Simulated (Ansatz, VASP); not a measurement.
## One calculation of P, two programs

File INCAR:

```
ALGO = Normal
EDIFF = 1E-6
ENCUT = 520
GGA = RP
ISIF = 2
ISMEAR = 0
LASPH = True
LCHARG = False
LREAL = False
LWAVE = False
NBANDS = 12
NELM = 60
PREC = Accurate
SIGMA = 0.1
```

Contents of KPOINTS:

```
k-points
0
Gamma
  11 11 11
```

The input POSCAR:

```
P
1.0
   -1.6915100450      2.5151650350      1.8589441350
    1.6915100450     -2.5151650350      1.8589441350
    1.6915100450      2.5151650350     -1.8589441350
P
2
Direct
    0.1966908900      0.9466908900      0.2500000000
    0.8033091100      0.0533091100      0.7500000000
```

Contents of input.yaml:

```yaml
crystal:
  lattice:
    - [-1.691510045, 2.515165035, 1.858944135]
    - [1.691510045, -2.515165035, 1.858944135]
    - [1.691510045, 2.515165035, -1.858944135]
  atoms:
    - { symbol: P, position: [0.19669089, 0.94669089, 0.25] }
    - { symbol: P, position: [0.80330911, 0.05330911, 0.75] }
kpoints:
  mp_grid: { grid: [11, 11, 11] }
scf:
  occupations: { method: gaussian, width: 0.1 }
hamiltonian:
  xc: rpbe
  pseudopotentials: { kind: all_electron, lapw: { basis_error: 0.001 } }
output:
  forces: true
  stress: true
  eigenvalues: true
```

Alike in both runs: task single point; functional RPBE; k mesh 11 × 11 × 11; occupations gaussian, width 0.1 eV; no spin polarisation.

|  | VASP | Ansatz |
| --- | --- | --- |
| version | VASP 6.6.1 | Ansatz 0.2.0 |
| potentials or method | VASP PAW PBE potentials, release 64 (P), cutoff 520 eV | all-electron LAPW, scalar-relativistic |

Ansatz gave:

```
gap on the k mesh at the Fermi level (eV)                     : none
pressure (GPa)                                                : 4.4
traceless stress, the component that is largest in VASP (GPa) : -1.18
rms of the force components (eV/Å)                            : 0.230
```

What did VASP give for the same quantities?

gap on the k mesh at the Fermi level (eV): none; pressure (GPa): 3.8; traceless stress, the component that is largest in VASP (GPa): -0.99; rms of the force components (eV/Å): 0.196.

VASP's potentials were made for PBE, not for RPBE. Atom by atom the forces differ by 0.034 eV/Å (rms over components). A gap of «none» marks a metal or a gap that the smearing closes. Ansatz ran all-electron here, and VASP with PAW potentials.
